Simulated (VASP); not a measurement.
# TiCo (Pm-3m) in VASP: single point with PBE

Aim: the single point of TiCo with PBE.

Program: VASP 6.6.1. These are calculated values, not measurements. Logs are shortened: lines on timing, memory, paths and dates and some standing lists are left out, and cuts for length are marked.

### 1 The cell of the first run

It takes space group Pm-3m (No. 221, cubic). Conventional cell: a = 2.986 Å, b = 2.986 Å, c = 2.986 Å, α = 90.00°, β = 90.00°, γ = 90.00°. Ti (site symmetry m-3m) has 8 Co at 2.59 Å and 6 Ti at 2.99 Å within 3.4 Å. Within 3.4 Å of Co (site symmetry m-3m) lie 8 Ti at 2.59 Å and 6 Co at 2.99 Å.

### 2 Single point, PBE, collinear spin, ferromagnetic start

File INCAR:

```
PREC = Accurate ; ENCUT = 520
EDIFF = 1E-6 ; ISMEAR = -1
SIGMA = 0.03 ; LREAL = F
LASPH = T ; NELM = 150
ALGO = Normal ; ISIF = 2
LWAVE = F ; LCHARG = F
ISPIN = 2 ; MAGMOM = 1 1 2 2
LORBIT = 11 ; LMAXMIX = 4
GGA = PE ; NBANDS = 33
```

File KPOINTS:

```
regular mesh
0
Gamma
  12 12 6
```

File POSCAR:

```
TiCo
1.0
    2.9861109900      0.0000000000      0.0000000000
    0.0000000000      2.9861109900      0.0000000000
    0.0000000000      0.0000000000      5.9722219800
Ti Co
2 2
Direct
    0.0000000000      0.0000000000      0.0000000000
    0.0000000000      0.0000000000      0.5000000000
    0.5000000000      0.5000000000      0.2500000000
    0.5000000000      0.5000000000      0.7500000000
```

Potentials or basis: VASP PAW PBE potentials, release 64 (Ti_sv, Co).

Launch:

```
$ cat potpaw_PBE.64/Ti_sv/POTCAR potpaw_PBE.64/Co/POTCAR > POTCAR
$ mpirun -np 1 vasp_std > vasp.out
```

OUTCAR:

```text
PREC = Accurate
   ENCUT = 520
   EDIFF = 1E-6
   ISMEAR = -1
   LREAL = F
   LASPH = T
   NELM = 150
   ISIF = 2
   ISPIN = 2
   LORBIT = 11
   GGA = PE

 ion  position               nearest neighbor table
   1  0.000  0.000  0.000-   3 2.59   4 2.59   3 2.59   4 2.59   3 2.59   4 2.59   3 2.59   4 2.59

   2  0.000  0.000  0.500-   3 2.59   4 2.59   3 2.59   4 2.59   3 2.59   4 2.59   3 2.59   4 2.59

   3  0.500  0.500  0.250-   1 2.59   2 2.59   1 2.59   2 2.59   1 2.59   2 2.59   1 2.59   2 2.59
                             4 2.99   4 2.99
   4  0.500  0.500  0.750-   1 2.59   2 2.59   1 2.59   2 2.59   1 2.59   2 2.59   1 2.59   2 2.59
                             3 2.99   3 2.99

  LATTYP: Found a simple tetragonal cell.
 ALAT       =     2.9861109900
 C/A-ratio  =     2.0000000000

  Lattice vectors:

 A1 = (   2.9861109900,   0.0000000000,   0.0000000000)
 A2 = (   0.0000000000,   2.9861109900,   0.0000000000)
 A3 = (   0.0000000000,   0.0000000000,   5.9722219800)

Analysis of symmetry for initial positions (statically):
=====================================================================
 Subroutine PRICEL returns following result:

  LATTYP: Found a simple cubic cell.
 ALAT       =     2.9861109900
[... 12 lines left out ...]
 Subroutine GETGRP returns: Found 16 space group operations
 (whereof 16 operations were pure point group operations)
 out of a pool of 16 trial point group operations.

The static configuration has the point symmetry D_4h.

Analysis of symmetry for dynamics (positions and initial velocities):
=====================================================================
 Subroutine PRICEL returns following result:

  LATTYP: Found a simple cubic cell.
 ALAT       =     2.9861109900
[... 12 lines left out ...]
 Subroutine GETGRP returns: Found 16 space group operations
 (whereof 16 operations were pure point group operations)
 out of a pool of 16 trial point group operations.

The dynamic configuration has the point symmetry D_4h.

Analysis of structural, dynamic, and magnetic symmetry:
=====================================================================
 Subroutine PRICEL returns following result:

  LATTYP: Found a simple cubic cell.
 ALAT       =     2.9861109900
[... 12 lines left out ...]
 Subroutine GETGRP returns: Found 16 space group operations
 (whereof 16 operations were pure point group operations)
 out of a pool of 16 trial point group operations.

The overall configuration has the point symmetry D_4h.

 Subroutine INISYM returns: Found 16 space group operations
 (whereof 16 operations are pure point group operations),
 and found     2 'primitive' translations

----------------------------------------------------------------------------------------

                                     Primitive cell

  volume of cell :      26.6267

  direct lattice vectors                    reciprocal lattice vectors
     2.986110990  0.000000000  0.000000000     0.334883735  0.000000000  0.000000000
     0.000000000  2.986110990  0.000000000     0.000000000  0.334883735  0.000000000
     0.000000000  0.000000000  2.986110990     0.000000000  0.000000000  0.334883735

  length of vectors
     2.986110990  2.986110990  2.986110990     0.334883735  0.334883735  0.334883735

  position of ions in fractional coordinates (direct lattice)
     0.000000000  0.000000000  0.000000000
     0.500000000  0.500000000  0.500000000

  ion indices of the primitive-cell ions
   primitive index   ion index
                 1           1
                 2           3

----------------------------------------------------------------------------------------

 KPOINTS: regular mesh

Automatic generation of k-mesh.
 Grid dimensions read from file:
 generate k-points for:   12   12    6

 Generating k-lattice:

  Cartesian coordinates                     Fractional coordinates (reciprocal lattice)
     0.027906978  0.000000000  0.000000000     0.083333333  0.000000000  0.000000000
     0.000000000  0.027906978  0.000000000     0.000000000  0.083333333  0.000000000
     0.000000000  0.000000000  0.027906978     0.000000000  0.000000000  0.166666667

  Length of vectors
     0.027906978  0.027906978  0.027906978

  Shift w.r.t. Gamma in fractional coordinates (k-lattice)
     0.000000000  0.000000000  0.000000000

 Subroutine IBZKPT returns following result:
 ===========================================

 Found    112 irreducible k-points:

 Following reciprocal coordinates:
            Coordinates               Weight
  0.000000  0.000000  0.000000      1.000000
  0.083333  0.000000  0.000000      4.000000
  0.166667  0.000000  0.000000      4.000000
  0.250000  0.000000  0.000000      4.000000
  0.333333  0.000000  0.000000      4.000000
  0.416667  0.000000  0.000000      4.000000
[... 16 lines left out ...]
  0.333333  0.333333  0.000000      4.000000
  0.416667  0.333333  0.000000      8.000000
 [... further k-points ...]
   k-points           NKPTS =    112   k-points in BZ     NKDIM =    112   number of bands    NBANDS=     33
   number of dos      NEDOS =    301   number of ions     NIONS =      4
   total plane-waves  NPLWV =  27648
   dimension x,y,z NGX =    24 NGY =   24 NGZ =   48
   dimension x,y,z NGXF=    48 NGYF=   48 NGZF=   96
   ions per type =               2   2
   NGX,Y,Z   is equivalent  to a cutoff of  13.36, 13.36, 13.36 a.u.
   NGXF,Y,Z  is equivalent  to a cutoff of  26.72, 26.72, 26.72 a.u.
 SYSTEM =  unknown system
   PREC   = accura    normal or accurate (medium, high low for compatibility)
   ISTART =      0    job   : 0-new  1-cont  2-samecut
   ICHARG =      2    charge: 1-file 2-atom 10-const
   ISPIN  =      2    spin polarized calculation?
   LNONCOLLINEAR =      F non collinear calculations
   LSORBIT =      F    spin-orbit coupling
   LASPH  =      T    aspherical Exc in radial PAW
   ENCUT  =  520.0 eV  38.22 Ry    6.18 a.u.   5.55  5.55 11.10*2*pi/ulx,y,z
   NELM   =    150;   NELMIN=  2; NELMDL= -5     # of ELM steps
   EDIFF  = 0.1E-05   stopping-criterion for ELM
   LREAL  =      F    real-space projection
   EDIFFG = 0.1E-04   stopping-criterion for IOM
   NSW    =      0    number of steps for IOM
   IBRION =     -1    ionic relax: 0-MD 1-quasi-New 2-CG
   NFREE  =      0    steps in history (QN), initial steepest desc. (CG)
   ISIF   =      2    stress and relaxation
   ISYM   =      2    0-nonsym 1-usesym 2-fastsym
   POTIM  = 0.5000    time-step for ionic-motion
   TEBEG  =    0.0;   TEEND  =   0.0 temperature during run
   PSTRESS=    0.0 pullay stress
   NELECT =      42.0000    total number of electrons
   NUPDOWN=      -1.0000    fix difference up-down
   EMIN   =  10.00;   EMAX   =-10.00  energy-range for DOS
   EFERMI =   0.00;   METHOD = LEGACY
   ISMEAR =    -1;   SIGMA  =   0.03  broadening in eV -4-tet -1-fermi 0-gaus
   EFERMI_NEDOS =   21; number of points for ismear=-14 and -15
   IALGO  =     38    algorithm
   IMIX   =      4    mixing-type and parameters
     AMIX     =   0.40;   BMIX     =  1.00
     AMIX_MAG =   1.60;   BMIX_MAG =  1.00
  volume/ion in A,a.u.               =      13.31        89.84
  Fermi-wavevector in a.u.,A,eV,Ry     =   1.512546  2.858298 31.127355  2.287796
  Thomas-Fermi vector in A             =   2.622456
   LORBIT       =     11    0 simple, 1 ext, 2 COOP (PROOUT), +10 PAW based schemes
   GGA     = PE    functional components
   LHFCALC =     F    Hartree Fock is set to
   AEXX    =    0.0000 exact exchange contribution
   IVDW    =     0    specifies the selected vdW correction
   LEPSILON=     F    determine dielectric tensor
   LRPA    =     F    only Hartree local field effects (RPA)
 spin polarized calculation
  energy-cutoff  :      520.00
  volume of cell :       53.25
 maximum number of plane-waves:      1458
 NGX is ok and might be reduce to    24
   NGX = 11   NGY = 11   NGZ = 23

 number of electron      41.9999967 magnetization       1.7156813

 Free energy of the ion-electron system (eV)
  ---------------------------------------------------
  ext. energy  EPLUGINS =         0.00000000
  ---------------------------------------------------
  free energy    TOTEN  =       -31.35184431 eV

  energy without entropy =      -31.33803803  energy(sigma->0) =      -31.34494117

 E-fermi :   9.9553     XC(G=0): -12.5751

 val. band max:        9.9544690458   @ k =   0.3333   0.0000   0.3333
 cond. band min:       9.9572141355   @ k =   0.1667   0.0833   0.0000
 fundamental gap:      0.0027450897
 Fermi energy:         9.9553097321

 spin component 1

 k-point     1 :       0.0000    0.0000    0.0000
  band No.  band energies     occupation
      1     -47.2280      1.00000
      2     -47.1964      1.00000
      3     -23.6183      1.00000
      4     -23.3205      1.00000
      5     -23.3205      1.00000
      6     -23.3205      1.00000
[... 853 lines left out ...]
     32      15.8411      0.00000
     33      17.7693      0.00000

 [... further k-points ...]

 spin component 2

 k-point     1 :       0.0000    0.0000    0.0000
  band No.  band energies     occupation
      1     -47.2319      1.00000
      2     -47.2000      1.00000
      3     -23.6259      1.00000
      4     -23.3252      1.00000
      5     -23.3252      1.00000
      6     -23.3252      1.00000
[... 853 lines left out ...]
     32      15.9379      0.00000
     33      17.9935      0.00000

 [... further k-points ...]
[... 5 lines left out ...]
  --------------------------------------------------------------------------------------
  -------------------------------------------------------------------------------------
  Total       -0.2673337     -0.2673337     -0.2673511      0.0000000      0.0000000     -0.0000000
  in kB       -8.0429687     -8.0429687     -8.0434924      0.0000000      0.0000000     -0.0000000
  external PRESSURE =      -8.0431432 kB  Pullay stress =       0.0000000 kB

 VOLUME and BASIS-vectors are now :
 -----------------------------------------------------------------------------
  energy-cutoff  :      520.00
  volume of cell :       53.25
      direct lattice vectors                 reciprocal lattice vectors
     2.986110990  0.000000000  0.000000000     0.334883735  0.000000000  0.000000000
     0.000000000  2.986110990  0.000000000     0.000000000  0.334883735  0.000000000
     0.000000000  0.000000000  5.972221980     0.000000000  0.000000000  0.167441867

 POSITION                                       TOTAL-FORCE (eV/Angst)
 -----------------------------------------------------------------------------------
      0.00000      0.00000      0.00000         0.000000      0.000000     -0.000000
      0.00000      0.00000      2.98611         0.000000      0.000000      0.000000
      1.49306      1.49306      1.49306         0.000000      0.000000     -0.000000
      1.49306      1.49306      4.47917         0.000000      0.000000     -0.000000
 -----------------------------------------------------------------------------------
    total drift:                                0.000000     -0.000000     -0.000000

  FREE ENERGIE OF THE ION-ELECTRON SYSTEM (eV)
  ---------------------------------------------------
  free  energy   TOTEN  =       -31.3518443056 eV

  energy  without entropy=      -31.3380380288  energy(sigma->0) =      -31.34494117

 total charge

# of ion       s       p       d       tot
------------------------------------------
    1        2.247   6.180   1.858  10.285
    2        2.247   6.180   1.858  10.285
    3        0.524   0.461   7.302   8.287
    4        0.524   0.461   7.302   8.287
--------------------------------------------------
tot          5.543  13.282  18.320  37.145

 magnetization (x)

# of ion       s       p       d       tot
------------------------------------------
    1       -0.002  -0.012  -0.008  -0.023
    2       -0.002  -0.012  -0.008  -0.023
    3        0.027  -0.004   0.904   0.927
    4        0.027  -0.004   0.904   0.927
--------------------------------------------------
tot          0.050  -0.033   1.793   1.810
```

It took 7.7 min on 1 thread of Intel Xeon 8259CL, shared host; peak memory 0.4 GiB.

Results:

- Free energy: -31.3518 eV
- Pressure: -0.8 GPa
- Net moment: 1.72 μB per cell
- Site moments: Ti -0.02; Co +0.93 μB
- Valence electrons inside the program's atomic spheres: Ti 10.29; Co 8.29
